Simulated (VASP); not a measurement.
Input of a VASP 6.6.1 run:

File INCAR:

```
  PREC = Accurate
  ENCUT = 520
  EDIFF = 1E-6
  ISMEAR = -1
  SIGMA = 0.08
  LREAL = False
  LASPH = True
  NELM = 80
  ALGO = Normal
  ISIF = 2
  LWAVE = False
  LCHARG = False
  GGA = PE
  NBANDS = 32
```

Contents of KPOINTS:

```
regular mesh
0
Gamma
  7 7 7
```

The input POSCAR:

```
Bi2Te3
1.0
    2.1930005584      1.2661294627     10.2673267000
   -2.1930005584      1.2661294627     10.2673267000
    0.0000000000     -2.5322589254     10.2673267000
Bi Te
2 3
Direct
    0.4000000000      0.4000000000      0.4000000000
    0.6000000000      0.6000000000      0.6000000000
    0.0000000000      0.0000000000      0.0000000000
    0.2095000000      0.2095000000      0.2095000000
    0.7905000000      0.7905000000      0.7905000000
```

Potentials or basis: VASP PAW PBE potentials, release 64 (Bi_d, Te).

Run with:

```sh
$ cat potpaw_PBE.64/Bi_d/POTCAR potpaw_PBE.64/Te/POTCAR > POTCAR
$ mpirun -np 1 vasp_std > vasp.out
```

Problem. What does it give for the largest force?

Solution. 0.115 eV/Å.

Problem. Predict the band gap on the k mesh.

Solution. 0.32 eV.

Problem. Estimate the pressure.

Solution. 1.3 GPa.

Stress tensor (GPa, compression positive):
```
1.51 0.00 0.00
0.00 1.51 0.00
0.00 0.00 0.96
```

Caveat: the cell differs from its parent crystal (zz strain of +1 %); spin-orbit coupling is left out, which moves the levels of the heavy elements. A k mesh can miss the band edges.
